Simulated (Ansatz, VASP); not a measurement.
# TePb: VASP beside Ansatz

```xyz
2
Lattice="4.0288 0.0000 0.0000 0.0000 4.0288 0.0000 0.0000 0.0000 4.0288" Properties=species:S:1:pos:R:3 pbc="T T T"
Pb    0.0000    0.0000    0.0000
Te    2.0144    2.0144    2.0144
```

Change from the starting cell: volume scaled by 1.02.

Alike in both runs: task single point; functional PBE; k mesh 7 × 7 × 7; occupations fermi-dirac, width 0.05 eV; no spin polarisation.

|  | VASP | Ansatz |
| --- | --- | --- |
| version | VASP 6.6.1 | Ansatz 0.2.0 |
| potentials or method | VASP PAW PBE potentials, release 64 (Pb_d, Te), cutoff 520 eV | all-electron LAPW, scalar-relativistic |

|  | VASP | Ansatz | Ansatz less VASP |
| --- | --- | --- | --- |
| gap on the k mesh at the Fermi level (eV) | none | none | - |
| pressure (GPa) | -0.8 | -0.8 | +0.05 |

A gap of «none» marks a metal or a gap that the smearing closes. Ansatz ran all-electron here, and VASP with PAW potentials.

Spin-orbit coupling is off throughout.
